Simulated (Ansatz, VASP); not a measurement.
MgZn3Se3S: VASP beside Ansatz

```
Mg Zn Se S
1.0
     4.05483    0.00000    0.00000
    -2.02741    3.51158    0.00000
     0.00000    0.00000   13.19755
Mg Zn Se S
1 3 3 1
Cartesian
  2.0274 1.1705 3.1794
  2.0274 1.1705 9.9259
  0.0000 2.3411 0.0546
  0.0000 2.3411 6.6178
  0.0000 2.3411 9.1013
  2.0274 1.1705 12.4151
  2.0274 1.1705 5.7784
  0.0000 2.3411 2.4183
```

Alike in both runs: functional PBE; k mesh 4 × 4 × 1; occupations gaussian, width 0.15 eV; no spin polarisation.

Ansatz relaxed the structure, and its values are those at the end. VASP's run is a single point on that final structure, the one shown.

|  | VASP | Ansatz |
| --- | --- | --- |
| version | VASP 6.6.1 | Ansatz 0.2.0 |
| potentials or method | VASP PAW PBE potentials, release 64 (Mg, Zn, Se, S), cutoff 520 eV | scalar-relativistic, plane waves, PAW |
| valence electrons in the cell | 62 | 100 |

|  | VASP | Ansatz | Ansatz less VASP |
| --- | --- | --- | --- |
| gap on the k mesh at the Fermi level (eV) | 1.50 | 1.50 | +0.001 |
| least direct gap on the mesh (eV) | 1.50 | 1.50 | +0.001 |
| pressure (GPa) | 0.2 | 0.1 | -0.12 |
| rms of the force components (eV/Å) | 0.013 | 0.015 | +0.0020 |

The functional is the same, so the differences come from potentials, cutoffs and numerics. VASP's potentials hold 62 valence electrons a cell and Ansatz's 100, so a difference there can come from the potentials and not from the codes.

The k mesh is coarse, so the values compare programs but aren't converged.
